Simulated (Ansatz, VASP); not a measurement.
**One calculation of Sb, two programs**

```
CELL_PARAMETERS angstrom
3.08020 0.00000 0.00000
0.00000 4.28876 0.00000
-0.03839 0.00000 4.34631
ATOMIC_POSITIONS crystal
Sb 0.01139 0.25000 0.24117
Sb 0.98861 0.75000 0.75883
```

Change from the starting cell: volume scaled by 0.96.

Alike in both runs: task single point; functional PBEsol; k mesh 9 × 6 × 6; occupations fermi-dirac, width 0.05 eV; no spin polarisation.

|  | VASP | Ansatz |
| --- | --- | --- |
| version | VASP 6.6.1 | Ansatz 0.2.0 |
| potentials or method | VASP PAW PBE potentials, release 64 (Sb), cutoff 520 eV | all-electron LAPW, scalar-relativistic |

```csv
,VASP,Ansatz,Ansatz less VASP
gap on the k mesh at the Fermi level (eV),none,none,-
pressure (GPa),0.2,0.1,-0.11
"traceless stress, the component that is largest in VASP (GPa)",-0.21,-0.23,-0.012
rms of the force components (eV/Å),0.066,0.059,-0.0069
```

VASP's potentials were made for PBE, not for PBEsol. Atom by atom the forces differ by 0.007 eV/Å (rms over components). A gap of «none» marks a metal or a gap that the smearing closes. Ansatz ran all-electron here, and VASP with PAW potentials.

Spin-orbit coupling is off throughout.
